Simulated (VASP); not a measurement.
Crystal: AlN.

```
Al N
1.0
     0.00000    2.18488    2.18488
     2.18488    0.00000    2.18488
     2.18488    2.18488    0.00000
Al N
1 1
Direct
  0.00000 0.00000 0.00000
  0.25000 0.25000 0.25000
```

Program: VASP 6.6.1. Alike in all runs: task single point; no spin polarisation; cell as given; cutoff (eV) 520; smearing gaussian 0.01 eV.

Order these runs on this cell by their pressure, lowest first.
A. level LDA; potentials or basis VASP PAW LDA potentials, release 64 (Al, N); k mesh 10 × 10 × 10
B. level PBE0; potentials or basis VASP PAW PBE potentials, release 64 (Al, N); k mesh 8 × 8 × 8; grid for exact exchange (PRECFOCK) Normal
C. level PBE; potentials or basis VASP PAW PBE potentials, release 64 (Al, N); k mesh 6 × 6 × 6

A (-3.3 GPa), B (-0.8 GPa), C (4.3 GPa).

Caveats: the PAW data sets were made with another functional, which shifts forces and pressure a little (some runs).
